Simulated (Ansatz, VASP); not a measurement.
ZnIn2Cl4: VASP beside Ansatz

```
CELL_PARAMETERS angstrom
-3.34778 3.34778 4.31972
3.34778 -3.34778 4.31972
3.34778 3.34778 -4.31972
ATOMIC_POSITIONS crystal
Zn 0.00000 0.00000 0.00000
In 0.75000 0.25000 0.50000
In 0.25000 0.75000 0.50000
Cl 0.21400 0.21400 0.42800
Cl 0.21400 0.78600 0.00000
Cl 0.78600 0.78600 0.57200
Cl 0.78600 0.21400 0.00000
```

Change from the starting cell: species swapped into the Na2H4Pt type (I4/mmm, No. 139).

Alike in both runs: task relaxation of cell and atoms; functional PBE; k mesh 4 × 4 × 4; occupations gaussian, width 0.1 eV; no spin polarisation.

|  | VASP | Ansatz |
| --- | --- | --- |
| version | VASP 6.6.1 | Ansatz 0.2.0 |
| potentials or method | VASP PAW PBE potentials, release 64 (Zn, In_d, Cl), cutoff 600 eV | scalar-relativistic, plane waves, PAW |
| valence electrons in the cell | 66 | 66 |

Ansatz gave:

```
gap on the k mesh at the Fermi level, each at its own relaxed structure (eV)  : 2.38
relaxed volume (Å³/atom)                                                      : 32.52
relaxed length of the cell vector where the two differ most in proportion (Å) : 6.684
```

Task: Estimate VASP's values.

Result: gap on the k mesh at the Fermi level, each at its own relaxed structure (eV): 2.26; relaxed volume (Å³/atom): 32.37; relaxed length of the cell vector where the two differ most in proportion (Å): 6.668.

Noted on VASP's run: the volume moved by over 15 % at a fixed basis, so the end points are rough.
